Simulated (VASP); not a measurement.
Ti:

```
CELL_PARAMETERS angstrom
0.00000 1.97970 1.97970
1.97970 0.00000 1.97970
1.97970 1.97970 0.00000
ATOMIC_POSITIONS crystal
Ti 0.00000 0.00000 0.00000
```

- Program: VASP 6.6.1
- Task: relaxation of cell and atoms
- Functional: PBE
- Potentials or basis: VASP PAW PBE potentials, release 64 (Ti_sv)
- Cutoff: 500 eV
- k mesh: 14 × 14 × 14
- Occupations: fermi-dirac, width 0.05 eV
- Spin: no spin polarisation

At the start: pressure 14.3 GPa; volume 15.52 Å³/atom.

How do energy, volume and symmetry change on relaxing?

Over 17 steps the energy falls by 74.0 meV/atom and the volume is 17.32 Å³/atom (+11.6 %); space group Fm-3m (No. 225, to 0.05 Å).

The path:
```csv
step,energy change (eV),largest force (eV/Å),pressure (GPa),volume (Å³)
1,0.0000,0.0000,14.28,15.52
2,-0.0337,0.0000,-7.96,18.84
3,-0.0740,0.0000,-0.08,17.33
4,-0.0740,0.0000,0.15,17.29
5,-0.0740,0.0000,0.15,17.29
6,-0.0740,0.0000,0.16,17.29
7,-0.0740,0.0000,0.14,17.29
8,-0.0740,0.0000,0.14,17.29
9,-0.0740,0.0000,0.14,17.29
10,-0.0740,0.0000,0.14,17.29
11,-0.0740,0.0000,0.14,17.29
12,-0.0740,0.0000,0.14,17.29
13,-0.0740,0.0000,0.14,17.29
14,-0.0740,0.0000,0.14,17.29
15,-0.0740,0.0000,0.14,17.30
16,-0.0740,0.0000,0.07,17.30
17,-0.0740,0.0000,0.01,17.32
```

Final structure:
```
CELL_PARAMETERS angstrom
0.00000 2.05337 2.05337
2.05337 0.00000 2.05337
2.05337 2.05337 0.00000
ATOMIC_POSITIONS crystal
Ti 0.00000 0.00000 0.00000
```
